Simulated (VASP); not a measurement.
A run of VASP 6.6.1 is set up as follows.

File INCAR:

```
ALGO     = Normal         # electronic algorithm
EDIFF    = 1E-8           # SCF threshold, eV
ENCUT    = 520            # plane-wave cutoff, eV
GGA      = PS             # functional
ISIF     = 2              # what is computed and relaxed
ISMEAR   = -1             # smearing method
LASPH    = T              # aspherical terms in the spheres
LCHARG   = F              # write CHGCAR
LEFG     = T            
LREAL    = F              # projectors in reciprocal space
LWAVE    = F              # write WAVECAR
NBANDS   = 21             # bands
NELM     = 80             # most SCF steps
PREC     = Accurate       # precision mode
SIGMA    = 0.05           # smearing width, eV
```

File KPOINTS:

```
k-points
0
Gamma
  11 11 11
```

The input POSCAR:

```
Ge
1.0
    0.0000000000      2.8381679760      2.8381679760
    2.8381679760      0.0000000000      2.8381679760
    2.8381679760      2.8381679760      0.0000000000
Ge
2
Direct
    0.5000000000      0.5000000000      0.5000000000
    0.7500000000      0.7500000000      0.7500000000
```

Potentials or basis: VASP PAW PBE potentials, release 64 (Ge_d).

Run with:

```bash
$ cat potpaw_PBE.64/Ge_d/POTCAR > POTCAR
$ mpirun -np 1 vasp_std > vasp.out
```

Predict the pressure.

-0.1 GPa.

What does it give for the band gap on the k mesh?

Zero (filled and empty bands touch).

Caveat: semilocal functionals underestimate gaps, so a narrow gap can read as zero; the PAW data sets were made with another functional, which shifts forces and pressure a little.
